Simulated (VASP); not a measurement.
A run of VASP 6.6.1 is set up as follows.

The input POSCAR:

```
CuO
1.0
    2.3419500000     -1.7367000000      0.0000000000
    2.3419500000      1.7367000000      0.0000000000
   -0.7775000000      0.0000000000      5.0632500000
Cu O
2 2
Direct
    0.0000000000      0.5000000000      0.0000000000
    0.5000000000      0.0000000000      0.5000000000
    0.5279000000      0.4721000000      0.2500000000
    0.4721000000      0.5279000000      0.7500000000
```

File INCAR.step1:

```
SYSTEM = CuO
ALGO = Normal
EDIFF = 1E-5
ENCUT = 660
GGA = PE
GGA_COMPAT = .False.
ISMEAR = -1
ISPIN = 2
LASPH = .True.
LCHARG = .False.
LMAXMIX = 4
LREAL = .False.
LWAVE = .True.
MAGMOM = 1 1 0 0
NBANDS = 29
NELM = 200
PREC = Accurate
SIGMA = 0.02
```

The input INCAR.step2:

```
SYSTEM = CuO
ALGO = Normal
EDIFF = 1E-6
ENCUT = 660
GGA_COMPAT = .False.
ISIF = 2
ISMEAR = -1
ISPIN = 2
ISTART = 1
LASPH = .True.
LCHARG = .True.
LELF = .True.
LMAXMIX = 4
LMIXTAU = .True.
LORBIT = 11
LREAL = .False.
LVHAR = .True.
LWAVE = .False.
MAGMOM = 1 1 0 0
METAGGA = R2SCAN
NBANDS = 29
NELM = 200
PREC = Accurate
SIGMA = 0.02
```

The input KPOINTS:

```
k-points
0
Gamma
  7 7 4
  0 0 0
```

Potentials or basis: VASP PAW PBE potentials, release 64 (Cu, O).

Command:

```sh
$ cat potpaw_PBE.64/Cu/POTCAR potpaw_PBE.64/O/POTCAR > POTCAR
$ cp INCAR.step1 INCAR
$ mpirun -np 1 vasp_std > vasp.out
$ cp INCAR.step2 INCAR
$ mpirun -np 1 vasp_std > vasp.out
```

Task: Estimate the largest force.

Result: 0.624 eV/Å.

Task: Predict the band gap on the k mesh.

Result: Zero (filled and empty bands overlap).

Forces in eV/Å, atoms in the order of the input:
```
Cu   0.000  0.000  0.000
Cu   0.000  0.000  0.000
O    0.000 -0.624  0.000
O    0.000  0.624  0.000
```

Caveat: the PAW data sets were made with another functional, which shifts forces and pressure a little; semilocal functionals often make such compounds metallic where correlation or magnetic order opens a gap, which also shifts bond lengths. With open d or f shells a metallic result of r2SCAN can be an artefact of self-interaction; +U or a hybrid may open a gap.
